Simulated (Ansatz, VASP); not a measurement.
**BN in VASP and in Ansatz**

```
B N
1.0
     0.00000    1.75861    1.84020
     1.75861    0.00000    1.84020
     1.75861    1.75861    0.00000
B N
1 1
Cartesian
  0.0000 0.0000 0.0000
  2.6379 2.6379 2.7603
```

Change from the starting cell: strain -0.030 along x and y, +0.015 along z, atoms carried along.

Alike in both runs: task single point; functional r2SCAN; k mesh 12 × 12 × 12; occupations gaussian, width 0.05 eV; no spin polarisation.

|  | VASP | Ansatz |
| --- | --- | --- |
| version | VASP 6.6.1 | Ansatz 0.2.0 |
| potentials or method | VASP PAW PBE potentials, release 64 (B, N), cutoff 520 eV | scalar-relativistic, plane waves, PAW |
| valence electrons in the cell | 8 | 8 |

|  | VASP | Ansatz | Ansatz less VASP |
| --- | --- | --- | --- |
| gap on the k mesh at the Fermi level (eV) | 4.59 | 4.61 | +0.025 |
| least direct gap on the mesh (eV) | 9.45 | 9.49 | +0.042 |
| pressure (GPa) | 14.8 | 13.5 | -1.24 |
| traceless stress, the component that is largest in VASP (GPa) | -21.50 | -21.55 | -0.053 |

VASP's potentials were made for PBE, not for r2SCAN.
